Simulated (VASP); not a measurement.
# Sb (P1) in VASP: single point with PBE

Aim: the single point of Sb with PBE.

Program: VASP 6.6.1. These are calculated values, not measurements. Logs are shortened: lines on timing, memory, paths and dates and some standing lists are left out, and cuts for length are marked.

## (1) The cell of the first run

The typed cell holds 6 atoms: a = 4.213 Å, b = 6.493 Å, c = 8.624 Å, α = 67.87°, β = 75.91°, γ = 89.99°.

## (2) Single point, PBE

The input, INCAR:

```
PREC = Accurate
ENCUT = 520
EDIFF = 1E-6
ISMEAR = 0
SIGMA = 0.1
LREAL = False
LASPH = True
NELM = 100
ALGO = Normal
ISIF = 2
LWAVE = False
LCHARG = False
GGA = PE
NBANDS = 24
```

The input, KPOINTS:

```
regular mesh
0
Gamma
  10 6 6
```

The input, POSCAR:

```
Sb
1.0
    4.2126634883     -0.0093971684      0.0153923993
    0.0150731220      6.4928277530      0.0421885089
    2.0787349347      3.1941152918      7.7357697782
Sb
6
Direct
    0.6721322437      0.4787330963      0.5361119211
    0.0431569040      0.2892981830      0.7945028091
    0.3768861983      0.9136974135      0.1331583382
    0.7028383924      0.9498910167      0.4724068461
    0.8768019316      0.6061949018      0.1331558978
    0.0746009207      0.8817768859      0.7307448858
```

Potentials or basis: VASP PAW PBE potentials, release 64 (Sb).

The run is started by

```sh
> cat potpaw_PBE.64/Sb/POTCAR > POTCAR
> mpirun -np 1 vasp_std > vasp.out
```

OUTCAR:

```text
PREC = Accurate
   ENCUT = 520
   EDIFF = 1E-6
   ISMEAR = 0
   LREAL = False
   LASPH = True
   NELM = 100
   ISIF = 2
   GGA = PE

 ion  position               nearest neighbor table
   1  0.672  0.479  0.536-   4 2.89   2 2.92   2 2.93   5 3.14   4 3.67
   2  0.043  0.289  0.795-   6 2.90   1 2.92   1 2.93   3 3.61   3 3.62   6 3.67
   3  0.377  0.914  0.133-   5 2.90   5 2.90   4 3.60   2 3.61   2 3.62   4 3.63
   4  0.703  0.950  0.472-   1 2.89   6 2.92   6 2.93   3 3.60   3 3.63   1 3.67
   5  0.877  0.606  0.133-   3 2.90   3 2.90   6 3.14   1 3.14
   6  0.075  0.882  0.731-   2 2.90   4 2.92   4 2.93   5 3.14   2 3.67

  LATTYP: Found a triclinic cell.
 ALAT       =     8.6235517907
 B/A-ratio  =     0.7529359676
 C/A-ratio  =     0.4885112529
 COS(alpha) =     0.0001145460
 COS(beta)  =     0.2435024353
 COS(gamma) =     0.3767738169

  Lattice vectors:

 A1 = (  -2.0787349347,  -3.1941152918,  -7.7357697782)
 A2 = (  -0.0150731220,  -6.4928277530,  -0.0421885089)
 A3 = (  -4.2126634883,   0.0093971684,  -0.0153923993)

Analysis of symmetry for initial positions (statically):
=====================================================================
 Subroutine PRICEL returns:
 Original cell was already a primitive cell.

 Routine SETGRP: Setting up the symmetry group for a
 triclinic supercell.

 Subroutine GETGRP returns: Found  1 space group operations
 (whereof  1 operations were pure point group operations)
 out of a pool of  2 trial point group operations.

The static configuration has the point symmetry C_1 .

Analysis of symmetry for dynamics (positions and initial velocities):
=====================================================================
 Subroutine PRICEL returns:
 Original cell was already a primitive cell.

 Routine SETGRP: Setting up the symmetry group for a
 triclinic supercell.

 Subroutine GETGRP returns: Found  1 space group operations
 (whereof  1 operations were pure point group operations)
 out of a pool of  2 trial point group operations.

The dynamic configuration has the point symmetry C_1 .

 Subroutine INISYM returns: Found  1 space group operations
 (whereof  1 operations are pure point group operations),
 and found     1 'primitive' translations

----------------------------------------------------------------------------------------

                                     Primitive cell

  volume of cell :     210.8151

[... 94 lines left out ...]
   ENCUT  =  520.0 eV  38.22 Ry    6.18 a.u.   7.83 12.07 16.03*2*pi/ulx,y,z
   NELM   =    100;   NELMIN=  2; NELMDL= -5     # of ELM steps
   EDIFF  = 0.1E-05   stopping-criterion for ELM
   LREAL  =      F    real-space projection
   EDIFFG = 0.1E-04   stopping-criterion for IOM
   NSW    =      0    number of steps for IOM
   IBRION =     -1    ionic relax: 0-MD 1-quasi-New 2-CG
   NFREE  =      0    steps in history (QN), initial steepest desc. (CG)
   ISIF   =      2    stress and relaxation
   ISYM   =      2    0-nonsym 1-usesym 2-fastsym
   POTIM  = 0.5000    time-step for ionic-motion
   TEBEG  =    0.0;   TEEND  =   0.0 temperature during run
   PSTRESS=    0.0 pullay stress
   NELECT =      30.0000    total number of electrons
   NUPDOWN=      -1.0000    fix difference up-down
   EMIN   =  10.00;   EMAX   =-10.00  energy-range for DOS
   EFERMI =   0.00;   METHOD = LEGACY
   ISMEAR =     0;   SIGMA  =   0.10  broadening in eV -4-tet -1-fermi 0-gaus
   EFERMI_NEDOS =   21; number of points for ismear=-14 and -15
   IALGO  =     38    algorithm
   IMIX   =      4    mixing-type and parameters
     AMIX     =   0.40;   BMIX     =  1.00
     AMIX_MAG =   1.60;   BMIX_MAG =  1.00
  volume/ion in A,a.u.               =      35.14       237.11
  Fermi-wavevector in a.u.,A,eV,Ry     =   0.854702  1.615152  9.939264  0.730515
  Thomas-Fermi vector in A             =   1.971339
   LORBIT       =      0    0 simple, 1 ext, 2 COOP (PROOUT), +10 PAW based schemes
   GGA     = PE    functional components
   LHFCALC =     F    Hartree Fock is set to
   AEXX    =    0.0000 exact exchange contribution
   IVDW    =     0    specifies the selected vdW correction
   LEPSILON=     F    determine dielectric tensor
   LRPA    =     F    only Hartree local field effects (RPA)
 non-spin polarized calculation
 Gauss-broadening in eV      SIGMA  =   0.10
  energy-cutoff  :      520.00
  volume of cell :      210.82
 maximum number of plane-waves:      5709
   NGX = 15   NGY = 25   NGZ = 33

 number of electron      30.0000000 magnetization

 Free energy of the ion-electron system (eV)
  ---------------------------------------------------
  ext. energy  EPLUGINS =         0.00000000
  ---------------------------------------------------
  free energy    TOTEN  =       -24.13078725 eV

  energy without entropy =      -24.12224443  energy(sigma->0) =      -24.12651584

 E-fermi :   5.5082     XC(G=0):  -8.7560

 val. band max:        5.5057606994   @ k =   0.1000   0.5000   0.5000
 cond. band min:       5.5104651565   @ k =   0.5000  -0.1667   0.3333
 fundamental gap:      0.0047044571
 Fermi energy:         5.5081876424

 k-point     1 :       0.0000    0.0000    0.0000
  band No.  band energies     occupation
      1      -6.6482      2.00000
      2      -5.0633      2.00000
      3      -4.2911      2.00000
      4      -3.5843      2.00000
      5      -2.1895      2.00000
      6      -0.3512      2.00000
[... 637 lines left out ...]
     23       9.2761      0.00000
     24       9.6671      0.00000

 [... further k-points ...]
[... 5 lines left out ...]
  --------------------------------------------------------------------------------------
  -------------------------------------------------------------------------------------
  Total        0.0549077      0.1376588      0.0201402      0.0024522     -0.0201239     -0.0018269
  in kB        0.4172941      1.0461951      0.1530640      0.0186365     -0.1529399     -0.0138844
  external PRESSURE =       0.5388511 kB  Pullay stress =       0.0000000 kB

 VOLUME and BASIS-vectors are now :
 -----------------------------------------------------------------------------
  energy-cutoff  :      520.00
  volume of cell :      210.82
      direct lattice vectors                 reciprocal lattice vectors
     4.212663488 -0.009397168  0.015392399     0.237612298 -0.000137103 -0.063793918
     0.015073122  6.492827753  0.042188509     0.000578039  0.154430089 -0.063919831
     2.078734935  3.194115292  7.735769778    -0.000475946 -0.000841941  0.129745152

 POSITION                                       TOTAL-FORCE (eV/Angst)
 -----------------------------------------------------------------------------------
      3.95312      4.81442      4.17778        -0.000426     -0.017603     -0.028267
      1.83773      4.41569      6.15896         0.001213      0.013698      0.036210
      1.87827      6.35426      1.07443        -0.000913      0.043707      0.002679
      3.95715      7.66980      3.70532         0.001064      0.021877     -0.036064
      3.97960      4.35299      1.06913        -0.000641     -0.043105      0.002756
      1.84658      8.05861      5.69122        -0.000296     -0.018573      0.022686
 -----------------------------------------------------------------------------------
    total drift:                               -0.000004     -0.000032     -0.000012

  FREE ENERGIE OF THE ION-ELECTRON SYSTEM (eV)
  ---------------------------------------------------
  free  energy   TOTEN  =       -24.1307872538 eV

  energy  without entropy=      -24.1222444291  energy(sigma->0) =      -24.12651584
```

stdout:

```text
POSCAR found type information on POSCAR Sb
 POSCAR found :  1 types and       6 ions
 scaLAPACK will be used
 LDA part: xc-table for (Slater+PW92), standard interpolation
 POSCAR, INCAR and KPOINTS ok, starting setup
 FFT: planning ... GRIDC
 FFT: planning ... GRID_SOFT
 FFT: planning ... GRID
 WAVECAR not read
 entering main loop
```

Wall time 9.7 min (1 thread of Intel Xeon Platinum 8488C (Sapphire Rapids), shared host); peak memory 0.77 GiB.

Results:

| Item | Value |
| --- | --- |
| Free energy | -24.1308 eV |
| Pressure | 0.1 GPa |
| Largest force | 0.044 eV/Å |
| Band gap on the k mesh | zero (band 15 reaches 5.87 eV, above the bottom of band 16 at 5.13 eV) |

Forces in eV/Å, atoms in the order of the input:
```
Sb   0.000 -0.018 -0.028
Sb   0.001  0.014  0.036
Sb  -0.001  0.044  0.003
Sb   0.001  0.022 -0.036
Sb  -0.001 -0.043  0.003
Sb   0.000 -0.019  0.023
```

Caveat: spin-orbit coupling is left out, which moves the levels of the heavy elements.
